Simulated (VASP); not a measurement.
A run of VASP 6.6.1:

The input INCAR:

```
PREC     = Accurate       # precision mode
ENCUT    = 520            # plane-wave cutoff, eV
EDIFF    = 1E-6           # SCF threshold, eV
ISMEAR   = 0              # smearing method
SIGMA    = 0.05           # smearing width, eV
LREAL    = F              # projectors in reciprocal space
LASPH    = T              # aspherical terms in the spheres
NELM     = 60             # most SCF steps
ALGO     = Normal         # electronic algorithm
ISIF     = 2              # what is computed and relaxed
LWAVE    = F              # write WAVECAR
LCHARG   = F              # write CHGCAR
NBANDS   = 26             # bands
```

File KPOINTS:

```
Automatic mesh
0
Gamma
  8 8 8
```

File POSCAR:

```
C
1.0
   -2.4103983070      2.4103983070      2.4103983070
    2.4103983070     -2.4103983070      2.4103983070
    2.4103983070      2.4103983070     -2.4103983070
C
8
Direct
    0.3254710870      0.0000000000      0.0000000000
    0.6745289130      0.6745289130      0.6745289130
    0.0000000000      0.3254710870      0.0000000000
    0.0000000000      0.0000000000      0.3254710870
    0.0000000000      0.6745289130      0.0000000000
    0.3254710870      0.3254710870      0.3254710870
    0.6745289130      0.0000000000      0.0000000000
    0.0000000000      0.0000000000      0.6745289130
```

Potentials or basis: VASP PAW LDA potentials, release 64 (C).

Launch:

```bash
$ cat potpaw_LDA.64/C/POTCAR > POTCAR
$ mpirun -np 1 vasp_std > vasp.out
```

Hardware: 1 thread of Intel(R) Xeon(R) Platinum 8259CL CPU @ 2.50GHz (Skylake/Cascade Lake), with other jobs on the host.

Problem. Estimate the wall time of this run.

Solution. Wall time 36 s on 1 thread of Intel(R) Xeon(R) Platinum 8259CL CPU @ 2.50GHz (Skylake/Cascade Lake), on a shared host, peak memory 0.16 GiB. Counts: scf iterations 13, k points 29.
